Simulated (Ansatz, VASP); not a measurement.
Rb: VASP beside Ansatz

INCAR

```
PREC = Accurate
ENCUT = 520
EDIFF = 1E-6
ISMEAR = -1
SIGMA = 0.1
LREAL = F
LASPH = T
NELM = 80
ALGO = Normal
ISIF = 2
LWAVE = F
LCHARG = F
GGA = PE
NBANDS = 16
```

File KPOINTS:

```
regular mesh
0
Gamma
  6 6 6
```

POSCAR

```
Rb
1.0
    0.0000000000      5.0554787168      5.0554787168
    5.0554787168      0.0000000000      5.0554787168
    5.0554787168      5.0554787168      0.0000000000
Rb
2
Direct
    0.1250000000      0.1250000000      0.1250000000
    0.8750000000      0.8750000000      0.8750000000
```

Input for Ansatz:

```yaml
crystal:
  lattice:
    - [0.0, 5.0554787168, 5.0554787168]
    - [5.0554787168, 0.0, 5.0554787168]
    - [5.0554787168, 5.0554787168, 0.0]
  atoms:
    - { symbol: Rb, position: [0.125, 0.125, 0.125] }
    - { symbol: Rb, position: [0.875, 0.875, 0.875] }
hamiltonian:
  xc: pbe
  pseudopotentials:
    kind: paw
    azcp:
      Rb: "pseudopotentials/Rb.paw.azcp"
basis:
  ecutwfc: 420
  fft_grid_basis: typed
kpoints:
  mp_grid: { grid: [6, 6, 6], shift: [0, 0, 0] }
magnetization:
  spin_polarized: false
scf:
  occupations: { method: fermi_dirac, width: 0.1 }
  lower_state_search: "off"
output:
  stress: true
  write_density: true
  write_potential: true
  elf: true
  volumetric_format: npy
```

Alike in both runs: task single point; functional PBE; k mesh 6 × 6 × 6; occupations fermi-dirac, width 0.1 eV; no spin polarisation.

```csv
,VASP,Ansatz
version,VASP 6.6.1,Ansatz 0.2.0
potentials or method,"VASP PAW PBE potentials, release 64 (Rb_sv), cutoff 520 eV","plane waves (420 eV) with PAW, scalar-relativistic"
valence electrons in the cell,18,18
```

|  | VASP | Ansatz | Ansatz less VASP |
| --- | --- | --- | --- |
| pressure (GPa) | 0.1 | 0.1 | 0.00 |
